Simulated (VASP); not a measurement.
# Al16CN14 (a cell with a defect) (C_N-V_N) in VASP: a series of runs, part 2 of 2

VASP 6.6.1.

### Step 3. Single point, PBE

The input, INCAR:

```
ALGO = Normal
EDIFF = 1E-7
ENCUT = 520
GGA = PE
ISIF = 2
ISMEAR = 0
LASPH = True
LCHARG = True
LELF = True
LREAL = Auto
LVHAR = True
LWAVE = False
NBANDS = 82
NELECT = 120.0
NELM = 80
PREC = Accurate
SIGMA = 0.01
```

The input, KPOINTS:

```
Automatic mesh
0
Gamma
  1 1 1
  0.25 0.25 0.25
```

The input, POSCAR:

```
Al16CN14
1.0
    6.2595139086      0.0000000608      0.0000000000
   -3.1297570086      5.4208980308      0.0000000000
    0.0000000000      0.0000000000     10.0348065900
Al N C
16 14 1
Direct
    0.3468937861      0.2021958098      0.2641041221
    0.1648866261      0.3314408778      0.5039484060
    0.3428252195      0.1805458379      0.7476175651
    0.1611919710      0.3308619469      0.9986909236
    0.3444627860      0.6443242168      0.2666539497
    0.1772710143      0.8390434350      0.5091810745
    0.3416371308      0.6609133712      0.7468907065
    0.1642125376      0.8319986314      0.9351060170
    0.8245546807      0.1625013383      0.2548228702
    0.6812043731      0.3385079405      0.5018931850
    0.8353400008      0.1667379348      0.7519162891
    0.6627097323      0.3282025821      0.9966654282
    0.7859088722      0.6420053457      0.2539551378
    0.6802359920      0.8438421758      0.5019302047
    0.8239205980      0.6613403755      0.7445794332
    0.6621199295      0.8339172219      0.9968016940
    0.3413251925      0.1716494075      0.4440889372
    0.1588789047      0.3286316128      0.1914957025
    0.3307419452      0.1712283414      0.9407931657
    0.1679259986      0.3310847346      0.6904068826
    0.3395641265      0.6722612854      0.4467442117
    0.3305118942      0.6620784792      0.9398450086
    0.1726735281      0.8346585221      0.7065592067
    0.8372956327      0.1706702003      0.4401255144
    0.6535010464      0.3203291788      0.1862555088
    0.8302452073      0.1661432199      0.9412168171
    0.6713959570      0.3311256649      0.6912434427
    0.6525714153      0.8308236527      0.1871708622
    0.8245440116      0.6634251960      0.9419475963
    0.6709310452      0.8354245453      0.6906253991
    0.8518521747      0.6787535827      0.4363424277
```

Potentials or basis: VASP PAW PBE potentials, release 64 (Al, N, C).

Started as:

```
$ cat potpaw_PBE.64/Al/POTCAR potpaw_PBE.64/N/POTCAR potpaw_PBE.64/C/POTCAR > POTCAR
$ mpirun -np 1 vasp_std > vasp.out
```

OUTCAR:

```text
EDIFF = 1E-7
   ENCUT = 520
   GGA = PE
   ISIF = 2
   ISMEAR = 0
   LASPH = True
   LREAL = Auto
   NELECT = 120.0
   NELM = 80
   PREC = Accurate

 ion  position               nearest neighbor table
   1  0.347  0.202  0.264-  17 1.81  25 1.85  18 1.86  13 2.75   5 2.78   2 2.94  10 3.00   9 3.12
                             6 3.15   9 3.15   4 3.17  12 3.19
   2  0.165  0.331  0.504-  20 1.87  24 1.89  17 1.92  21 1.93   5 2.93   1 2.94   7 3.02   3 3.03
                            14 3.04  10 3.05  11 3.06   9 3.11   6 3.12   6 3.14  10 3.21  14 3.22
   3  0.343  0.181  0.748-  20 1.86  27 1.87  23 1.92  19 1.94   8 2.67   7 3.01  15 3.01   6 3.03
                             2 3.03  12 3.04  10 3.07   4 3.10  11 3.13  11 3.13   7 3.25  15 3.25
   4  0.161  0.331  0.999-  19 1.88  26 1.88  22 1.89  18 1.93  11 3.04   7 3.10   3 3.10  12 3.11
                            16 3.12  16 3.14  12 3.15   9 3.15   1 3.17   5 3.19   8 3.19   8 3.20
   5  0.344  0.644  0.267-  21 1.82  28 1.86  18 1.88  13 2.77   1 2.78   2 2.93  14 2.99   6 3.13
                             9 3.13   9 3.14   4 3.19  16 3.21
   6  0.177  0.839  0.509-  21 1.89  31 1.91  17 1.92  23 1.98   7 3.02   3 3.03  15 3.04  10 3.12
                             2 3.12  14 3.13   5 3.13  14 3.13   2 3.14  10 3.14   1 3.15  13 3.33
   7  0.342  0.661  0.747-  30 1.87  20 1.88  23 1.90  22 1.94   8 2.67   3 3.01  15 3.02   2 3.02
                             6 3.02  16 3.05  14 3.07   4 3.10  11 3.13  11 3.13  15 3.24   3 3.25
   8  0.164  0.832  0.935-  22 1.82  19 1.84  29 1.84  23 2.29  15 2.66   3 2.67   7 2.67  16 3.17
                            12 3.17   4 3.19   4 3.20  12 3.21  16 3.21
   9  0.825  0.163  0.255-  24 1.86  25 1.91  18 1.92  28 1.92  14 3.02  10 3.03   2 3.11   1 3.12
                            13 3.13   5 3.13  12 3.14  16 3.14  13 3.14   5 3.14   4 3.15   1 3.15
  10  0.681  0.339  0.502-  24 1.86  27 1.90  17 1.93  31 1.96  13 3.00  15 3.00   1 3.00   9 3.03
                             2 3.05  11 3.07   3 3.07  14 3.09   6 3.12   6 3.14  14 3.17   2 3.21
  11  0.835  0.167  0.752-  27 1.88  30 1.90  26 1.90  20 1.91   4 3.04  16 3.05  12 3.05  14 3.06
                             2 3.06  10 3.07   3 3.13  15 3.13   7 3.13   7 3.13  15 3.13   3 3.13
  12  0.663  0.328  0.997-  26 1.87  19 1.89  29 1.90  25 1.90   3 3.04  11 3.05  16 3.09  13 3.10
                            15 3.11   4 3.11   9 3.14   4 3.15  16 3.17   8 3.17   1 3.19   8 3.21
  13  0.786  0.642  0.254-  31 1.86  28 1.88  25 1.88   1 2.75   5 2.77  10 3.00  14 3.01  12 3.10
                            16 3.10   9 3.13   9 3.14   6 3.33
  14  0.680  0.844  0.502-  24 1.88  30 1.89  21 1.93  31 1.94   5 2.99  13 3.01  15 3.01   9 3.02
                             2 3.04  11 3.06   7 3.07  10 3.09   6 3.13   6 3.13  10 3.17   2 3.22
  15  0.824  0.661  0.745-  30 1.86  27 1.87  23 1.93  29 1.98   8 2.66  10 3.00   3 3.01  14 3.01
                             7 3.02   6 3.04  12 3.11  16 3.11  11 3.13  11 3.13   7 3.24   3 3.25
  16  0.662  0.834  0.997-  26 1.89  22 1.89  29 1.89  28 1.91  11 3.05   7 3.05  12 3.09  13 3.10
                            15 3.11   4 3.12   4 3.14   9 3.14  12 3.17   8 3.17   8 3.21   5 3.21
  17  0.341  0.172  0.444-   1 1.81   6 1.92   2 1.92  10 1.93
  18  0.159  0.329  0.191-   1 1.86   5 1.88   9 1.92   4 1.93
  19  0.331  0.171  0.941-   8 1.84   4 1.88  12 1.89   3 1.94
  20  0.168  0.331  0.690-   3 1.86   2 1.87   7 1.88  11 1.91
  21  0.340  0.672  0.447-   5 1.82   6 1.89  14 1.93   2 1.93
  22  0.331  0.662  0.940-   8 1.82  16 1.89   4 1.89   7 1.94
  23  0.173  0.835  0.707-   7 1.90   3 1.92  15 1.93   6 1.98   8 2.29
  24  0.837  0.171  0.440-   9 1.86  10 1.86  14 1.88   2 1.89
  25  0.654  0.320  0.186-   1 1.85  13 1.88  12 1.90   9 1.91
  26  0.830  0.166  0.941-  12 1.87   4 1.88  16 1.89  11 1.90
  27  0.671  0.331  0.691-  15 1.87   3 1.87  11 1.88  10 1.90
  28  0.653  0.831  0.187-   5 1.86  13 1.88  16 1.91   9 1.92
  29  0.825  0.663  0.942-   8 1.84  16 1.89  12 1.90  15 1.98
  30  0.671  0.835  0.691-  15 1.86   7 1.87  14 1.89  11 1.90
  31  0.852  0.679  0.436-  13 1.86   6 1.91  14 1.94  10 1.96

  LATTYP: Found a hexagonal cell.
 ALAT       =     6.2595139086
 C/A-ratio  =     1.6031287312

  Lattice vectors:

 A1 = (   6.2595139086,   0.0000000608,   0.0000000000)
 A2 = (  -3.1297570086,   5.4208980308,   0.0000000000)
 A3 = (   0.0000000000,   0.0000000000,  10.0348065900)
[... 162 lines left out ...]
   LSORBIT =      F    spin-orbit coupling
   LASPH  =      T    aspherical Exc in radial PAW
   ENCUT  =  520.0 eV  38.22 Ry    6.18 a.u.  11.64 11.64 18.66*2*pi/ulx,y,z
   NELM   =     80;   NELMIN=  2; NELMDL= -5     # of ELM steps
   EDIFF  = 0.1E-06   stopping-criterion for ELM
   LREAL  =      T    real-space projection
   EDIFFG = 0.1E-05   stopping-criterion for IOM
   NSW    =      0    number of steps for IOM
   IBRION =     -1    ionic relax: 0-MD 1-quasi-New 2-CG
   NFREE  =      0    steps in history (QN), initial steepest desc. (CG)
   ISIF   =      2    stress and relaxation
   ISYM   =      2    0-nonsym 1-usesym 2-fastsym
   POTIM  = 0.5000    time-step for ionic-motion
   TEBEG  =    0.0;   TEEND  =   0.0 temperature during run
   PSTRESS=    0.0 pullay stress
   NELECT =     120.0000    total number of electrons
   NUPDOWN=      -1.0000    fix difference up-down
   EMIN   =  10.00;   EMAX   =-10.00  energy-range for DOS
   EFERMI =   0.00;   METHOD = LEGACY
   ISMEAR =     0;   SIGMA  =   0.01  broadening in eV -4-tet -1-fermi 0-gaus
   EFERMI_NEDOS =   21; number of points for ismear=-14 and -15
   IALGO  =     38    algorithm
   IMIX   =      4    mixing-type and parameters
     AMIX     =   0.40;   BMIX     =  1.00
     AMIX_MAG =   1.60;   BMIX_MAG =  1.00
  volume/ion in A,a.u.               =      10.98        74.12
  Fermi-wavevector in a.u.,A,eV,Ry     =   1.156365  2.185213 18.193440  1.337180
  Thomas-Fermi vector in A             =   2.292986
   LORBIT       =      0    0 simple, 1 ext, 2 COOP (PROOUT), +10 PAW based schemes
   GGA     = PE    functional components
   LHFCALC =     F    Hartree Fock is set to
   AEXX    =    0.0000 exact exchange contribution
   IVDW    =     0    specifies the selected vdW correction
   LEPSILON=     F    determine dielectric tensor
   LRPA    =     F    only Hartree local field effects (RPA)
 non-spin polarized calculation
 Gauss-broadening in eV      SIGMA  =   0.01
  energy-cutoff  :      520.00
  volume of cell :      340.50
 maximum number of plane-waves:      9148
 NGX is ok and might be reduce to    48
   NGX = 23   NGY = 23   NGZ = 37

 number of electron     119.9999996 magnetization

 Free energy of the ion-electron system (eV)
  ---------------------------------------------------
  ext. energy  EPLUGINS =         0.00000000
  ---------------------------------------------------
  free energy    TOTEN  =      -239.21646068 eV

  energy without entropy =     -239.21646068  energy(sigma->0) =     -239.21646068

 E-fermi :   6.2169     XC(G=0): -10.6005

 val. band max:        6.1547969169   @ k =   0.5000   0.2500   0.2500
 cond. band min:       7.3769989377   @ k =   0.5000  -0.2500   0.2500
 fundamental gap:      1.2222020207
 Fermi energy:         6.2168974668

 k-point     1 :       0.2500    0.2500    0.2500
  band No.  band energies     occupation
      1      -8.7869      2.00000
      2      -8.4013      2.00000
      3      -8.2595      2.00000
      4      -8.0345      2.00000
      5      -7.7814      2.00000
      6      -7.7171      2.00000
[... 439 lines left out ...]
     71      12.5661      0.00000
     72      12.6513      0.00000
 [bands above 72 left out]

------------------------ aborting loop because EDIFF is reached ----------------------------------------

  FORCE on cell =-STRESS in cart. coord.  units (eV):
  Direction    XX          YY          ZZ          XY          YZ          ZX
  --------------------------------------------------------------------------------------
  -------------------------------------------------------------------------------------
  Total       -9.2633374    -11.0239443    -10.1135328     -1.6681372      1.7201596      3.2823765
  in kB      -43.5870232    -51.8712526    -47.5874697     -7.8491294      8.0939118     15.4446519
  external PRESSURE =     -47.6819152 kB  Pullay stress =       0.0000000 kB

 VOLUME and BASIS-vectors are now :
 -----------------------------------------------------------------------------
  energy-cutoff  :      520.00
  volume of cell :      340.50
      direct lattice vectors                 reciprocal lattice vectors
     6.259513909  0.000000061  0.000000000     0.159756813  0.092235641  0.000000000
    -3.129757009  5.420898031  0.000000000    -0.000000002  0.184471279  0.000000000
     0.000000000  0.000000000 10.034806590     0.000000000  0.000000000  0.099653141

 POSITION                                       TOTAL-FORCE (eV/Angst)
 -----------------------------------------------------------------------------------
      1.53856      1.09608      2.65023        -0.067274     -0.089330      0.007022
     -0.00522      1.79671      5.05702        -0.109214      0.035926     -0.007094
      1.58085      0.97872      7.50220         0.084455     -0.093997      0.013571
     -0.02653      1.79357     10.02167        -0.092683      0.073912      0.024829
      0.13959      3.49282      2.67582         0.086319     -0.037400     -0.148833
     -1.51637      4.54837      5.10953        -0.105949      0.145823     -0.000839
[... 23 lines left out ...]
      1.58503      4.52875      6.93029        -0.182047      0.091342      0.048248
      3.20785      3.67945      4.37861         0.183259     -0.138090      0.037874
 -----------------------------------------------------------------------------------
    total drift:                               -0.024868     -0.010805     -0.002133

  FREE ENERGIE OF THE ION-ELECTRON SYSTEM (eV)
  ---------------------------------------------------
  free  energy   TOTEN  =      -239.2164606849 eV

  energy  without entropy=     -239.2164606849  energy(sigma->0) =     -239.21646068
```

It took 5.4 min on 1 thread of Intel Xeon Platinum 8488C (Sapphire Rapids), shared host; peak memory 0.46 GiB.

What came out:

| Quantity | Value |
| --- | --- |
| Free energy | -239.2165 eV |
| Largest force | 0.286 eV/Å |

Forces on the atoms (eV/Å):
```
Al  -0.067 -0.089  0.007
Al  -0.109  0.036 -0.007
Al   0.084 -0.094  0.014
Al  -0.093  0.074  0.025
Al   0.086 -0.037 -0.149
Al  -0.106  0.146 -0.001
Al   0.121 -0.110 -0.016
Al  -0.205  0.099  0.039
Al   0.123 -0.076  0.012
Al  -0.135  0.015  0.001
Al   0.156 -0.060  0.010
Al  -0.124  0.078 -0.036
Al   0.032  0.104 -0.011
Al  -0.129  0.095 -0.020
Al   0.138 -0.058  0.053
Al  -0.104  0.034  0.036
N    0.140 -0.130  0.185
N   -0.086  0.134  0.008
N    0.151 -0.102 -0.054
N   -0.202  0.138  0.018
N    0.164 -0.064 -0.074
N    0.235 -0.136  0.090
N   -0.173  0.098 -0.024
N    0.181 -0.075 -0.030
N   -0.032  0.001  0.006
N    0.159 -0.084  0.005
N   -0.198  0.124 -0.072
N   -0.184  0.032 -0.033
N    0.173 -0.045 -0.067
N   -0.182  0.091  0.048
C    0.183 -0.138  0.038
```

Caveat: the k points lie up to 1.16 Å⁻¹ apart; the cell carries a net charge on a neutralising background, which shifts energy and pressure; the cell is charged against a uniform background, so pressure and absolute levels hang on convention.

### Step 4. Single point, PBE

The input, INCAR:

```
  PREC = Accurate
  ENCUT = 520
  EDIFF = 1E-7
  ISMEAR = 0
  SIGMA = 0.01
  LREAL = Auto
  LASPH = T
  NELM = 100
  ALGO = Normal
  ISIF = 2
  LWAVE = F
  LCHARG = F
  GGA = PE
  NBANDS = 82
```

KPOINTS is that of step 3.

The input, POSCAR:

```
Al16CN14
1.0
    6.2595139128      0.0000000578      0.0000000000
   -3.1297570064      5.4208980350      0.0000000000
    0.0000000000      0.0000000000     10.0348065929
Al N C
16 14 1
Direct
    0.3339674061      0.1678640109      0.2510587090
    0.1673614852      0.3320299040      0.4984633879
    0.3350094581      0.1664299310      0.7501119856
    0.1646076886      0.3332134260      1.0000225244
    0.3340815802      0.6667783438      0.2524118753
    0.1685124249      0.8337302911      0.5009036442
    0.3352362889      0.6664515469      0.7495591444
    0.1682836422      0.8341755447      0.9970553314
    0.8286391518      0.1669241400      0.2531155581
    0.6709870400      0.3360005832      0.5004308731
    0.8350440678      0.1667643884      0.7492875278
    0.6663605309      0.3320543937      0.9987604200
    0.8117300881      0.6556740712      0.2518907754
    0.6709309855      0.8347341365      0.5003641149
    0.8362858941      0.6668634041      0.7462350093
    0.6676547400      0.8357485426      0.9972232576
    0.3350286468      0.1668714723      0.4380420464
    0.1631478262      0.3314633462      0.1898664633
    0.3307448785      0.1679026449      0.9422321182
    0.1703136685      0.3322047304      0.6898553047
    0.3347371625      0.6696228101      0.4394726233
    0.3322862212      0.6674441831      0.9410883838
    0.1734522823      0.8341743812      0.6933943640
    0.8324132659      0.1675554606      0.4407606884
    0.6605436818      0.3285379209      0.1866546753
    0.8335502957      0.1691779039      0.9393146515
    0.6676723304      0.3298524414      0.6931180900
    0.6642720219      0.8356773346      0.1854344359
    0.8336298059      0.6677568244      0.9419053587
    0.6685150820      0.8326544337      0.6931049275
    0.8383336878      0.6703341194      0.4384794207
```

Started as:

```
$ cat potpaw_PBE.64/Al/POTCAR potpaw_PBE.64/N/POTCAR potpaw_PBE.64/C/POTCAR > POTCAR
$ mpirun -np 1 vasp_std > vasp.out
```

It took 4.3 min on 1 thread of Intel Xeon Platinum 8488C (Sapphire Rapids), shared host; peak memory 0.46 GiB.

It converged, with:

| Property | Result |
| --- | --- |
| Free energy | -225.4343 eV |
| Pressure | 1.2 GPa |
| Largest force | 0.271 eV/Å |
| Band gap on the k mesh | 2.66 eV |

Forces in eV/Å, atoms in the order of the input:
```
Al  -0.213 -0.051  0.070
Al  -0.151  0.080 -0.005
Al   0.108 -0.063  0.017
Al  -0.118  0.077  0.065
Al   0.090 -0.057 -0.129
Al  -0.106  0.086  0.008
Al   0.123 -0.060 -0.008
Al  -0.145  0.028 -0.014
Al   0.235 -0.133  0.018
Al  -0.123  0.059  0.012
Al   0.122 -0.077  0.008
Al  -0.098  0.082 -0.126
Al  -0.023  0.167  0.064
Al  -0.094  0.060  0.025
Al   0.126 -0.070  0.008
Al  -0.091  0.059  0.060
N    0.162 -0.112  0.078
N   -0.026  0.149  0.086
N    0.179 -0.057 -0.033
N   -0.175  0.100 -0.007
N    0.146 -0.064 -0.058
N    0.134 -0.160  0.080
N   -0.179  0.102 -0.020
N    0.160 -0.068 -0.014
N    0.137 -0.014 -0.186
N    0.151 -0.091  0.001
N   -0.185  0.106 -0.025
N   -0.205 -0.034  0.042
N    0.158 -0.048 -0.061
N   -0.219  0.122  0.016
C    0.121 -0.114  0.027
```

Stress tensor (GPa, compression positive):
```
 1.13 -0.29  0.22
-0.29  0.03  0.17
 0.22  0.17  2.57
```

Levels at points of the mesh, in eV from the valence-band top:
```tsv
k point	band 57	band 58	band 59	band 60	band 61	band 62	band 63	band 64	band 65	band 66
(0.25, 0.25, 0.25)	-1.34	-0.90	-0.57	-0.23	-0.10	2.68	3.22	3.67	4.75	5.34
```

Caveat: the k points lie up to 1.16 Å⁻¹ apart.
